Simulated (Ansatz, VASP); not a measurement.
**Two plane-wave programs on Co**

```
Co
1.0
     2.48736    0.00000    0.00000
    -1.24368    2.15412    0.00000
     0.00000    0.00000    4.06329
Co
2
Direct
  0.66667 0.33333 0.25986
  0.33333 0.66667 0.74014
```

Alike in both runs: task single point; functional PBE; k mesh 18 × 18 × 10; occupations gaussian, width 0.1 eV; collinear spin.

|  | VASP | Ansatz |
| --- | --- | --- |
| version | VASP 6.6.1 | Ansatz 0.2.0 |
| potentials or method | VASP PAW PBE potentials, release 64 (Co), cutoff 520 eV | scalar-relativistic, plane waves, PAW |
| valence electrons in the cell | 18 | 34 |

|  | VASP | Ansatz | Ansatz less VASP |
| --- | --- | --- | --- |
| gap on the k mesh at the Fermi level (eV) | none | none | - |
| pressure (GPa) | -0.5 | 0.2 | +0.68 |
| traceless stress, the component that is largest in VASP (GPa) | -1.06 | -1.01 | +0.052 |
| rms of the force components (eV/Å) | 0.284 | 0.292 | +0.0081 |
| net moment per atom (μB) | 1.60 | 1.61 | +0.006 |
| size of the moment on the site where the two differ most (μB) | 1.62 | 1.69 | +0.064 |

Site moments also hang on the region over which each program counts them. Atom by atom the forces differ by 0.008 eV/Å (rms over components). A gap of «none» marks a metal or a gap that the smearing closes. With one functional, cell and mesh, what is left measures potentials, basis and numerics. VASP's potentials hold 18 valence electrons a cell and Ansatz's 34, so a difference there can come from the potentials and not from the codes.
